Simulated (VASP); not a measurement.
Set up this calculation in VASP 6.6.1, as the native input.

- Task: relaxation of cell and atoms
- Functional: PBE
- Potentials or basis: VASP PAW PBE potentials, release 64 (W_sv)
- Cutoff: 600 eV
- k mesh: 19 × 19 × 19
- Occupations: fermi-dirac, width 0.05 eV
- Spin: no spin polarisation
- Target pressure: 430 GPa
- Dipole correction: no
- Further INCAR settings: ALGO = Normal; EDIFF = 1e-06; IBRION = 2; EDIFFG = -0.005; NSW = 32; ISIF = 3

The structure of W lies in POSCAR:

```
W
1.0
   -2.1086117148      2.1086117148      1.1103853167
    2.1086117148     -2.1086117148      1.1103853167
    2.1086117148      2.1086117148     -1.1103853167
W
2
Direct
   -0.3750000000     -0.1250000000     -0.2500000000
    0.3750000000      0.1250000000      0.2500000000
```

One way to write it, as run:

INCAR

```
ALGO = Normal
EDIFF = 1E-6
EDIFFG = -0.005
ENCUT = 600
GGA = PE
IBRION = 2
ISIF = 3
ISMEAR = -1
LASPH = T
LCHARG = F
LREAL = F
LWAVE = F
NELM = 100
NSW = 32
PREC = Accurate
PSTRESS = 4300.0
SIGMA = 0.05
```

KPOINTS

```
k-points
0
Gamma
  19 19 19
```

Potentials or basis: VASP PAW PBE potentials, release 64 (W_sv).

Launch:

```bash
$ cat potpaw_PBE.64/W_sv/POTCAR > POTCAR
$ mpirun -np 1 vasp_std > vasp.out
```

It gave:

```json
{
  "Relaxed volume": "10.00 Å³/atom",
  "Relaxed cell": "a = 3.195 Å, b = 3.195 Å, c = 3.195 Å, α = 97.00°, β = 97.00°, γ = 139.13°",
  "Space group after relaxing (to 0.1 Å)": "I4_1/amd (No. 141)",
  "Energy change on relaxing (the run minimises the enthalpy)": "-337.2 meV/atom",
  "Ionic steps": "9",
  "Pressure after relaxing": "430.0 GPa",
  "Band gap on the k mesh": "zero (bands 14 and 15 overlap by 6.35 eV)"
}
```

Caveat: the cell is relaxed towards a set pressure, so the run minimises the enthalpy, not the energy; spin-orbit coupling is left out, which moves the levels of the heavy elements.

Wall time 21 min on 1 thread of Intel(R) Xeon(R) Platinum 8259CL CPU @ 2.50GHz (Skylake/Cascade Lake), with other jobs on the host, peak memory 0.34 GiB.
